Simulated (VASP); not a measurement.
Input of a VASP 6.6.1 run:

File INCAR:

```
ALGO     = Normal         # electronic algorithm
EDIFF    = 1E-6           # SCF threshold, eV
ENCUT    = 500            # plane-wave cutoff, eV
GGA      = PE             # functional
GGA_COMPAT= False        
ISIF     = 2              # what is computed and relaxed
ISMEAR   = 0              # smearing method
IVDW     = 12             # dispersion correction
LASPH    = True           # aspherical terms in the spheres
LCHARG   = True           # write CHGCAR
LELF     = True           # ELF
LREAL    = False          # projectors in reciprocal space
LVHAR    = True         
LWAVE    = False          # write WAVECAR
NBANDS   = 15             # bands
NELM     = 120            # most SCF steps
PREC     = Accurate       # precision mode
SIGMA    = 0.1            # smearing width, eV
```

KPOINTS

```
k-points
0
Gamma
  2 2 2
```

POSCAR

```
RbBr
1.0
    4.1260773000      0.0000000000      0.0000000000
    0.0000000000      4.1260773000      0.0000000000
    0.0000000000      0.0000000000      4.1260773000
Rb Br
1 1
Direct
    0.0000000000      0.0000000000      0.0000000000
    0.5000000000      0.5000000000      0.5000000000
```

Potentials or basis: VASP PAW PBE potentials, release 64 (Rb_sv, Br).

Command:

```console
$ cat potpaw_PBE.64/Rb_sv/POTCAR potpaw_PBE.64/Br/POTCAR > POTCAR
$ mpirun -np 1 vasp_std > vasp.out
```

What does it give for the dispersion energy per atom?

-0.230 eV.

What does it give for the pressure?

1.0 GPa.

Estimate the band gap on the k mesh.

3.99 eV, indirect (least direct gap 4.15 eV).

Caveat: the k points lie up to 0.76 Å⁻¹ apart; three body term missing. A k mesh can miss the band edges.
